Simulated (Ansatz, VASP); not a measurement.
## HfO2: VASP beside Ansatz

```
Hf O
1.0
     0.00000    2.52226    2.52226
     2.52226    0.00000    2.52226
     2.52226    2.52226    0.00000
Hf O
1 2
Direct
  0.00000 0.00000 0.00000
  0.75000 0.75000 0.75000
  0.25000 0.25000 0.25000
```

Alike in both runs: task single point; functional PBEsol; k mesh 6 × 6 × 6; occupations gaussian, width 0.02 eV; no spin polarisation.

```csv
,VASP,Ansatz
version,VASP 6.6.1,Ansatz 0.2.0
potentials or method,"VASP PAW PBE potentials, release 64 (Hf_pv, O), cutoff 600 eV","scalar-relativistic, plane waves, PAW"
valence electrons in the cell,22,38
```

VASP gave:

| Property | Result |
| --- | --- |
| gap on the k mesh at the Fermi level (eV) | 3.71 |
| least direct gap on the mesh (eV) | 3.71 |
| pressure (GPa) | -4.0 |

Q: What did Ansatz give for the same quantities?

A: gap on the k mesh at the Fermi level (eV): 3.69; least direct gap on the mesh (eV): 3.69; pressure (GPa): 0.0.

VASP's potentials were made for PBE, not for PBEsol, and Ansatz warns of the same on its side. One of these differences is far larger than is usual between the two programs; its cause wasn't traced. With one functional, cell and mesh, what is left measures potentials, basis and numerics. VASP's potentials hold 22 valence electrons a cell and Ansatz's 38, so a difference there can come from the potentials and not from the codes.

Spin-orbit coupling is off throughout.
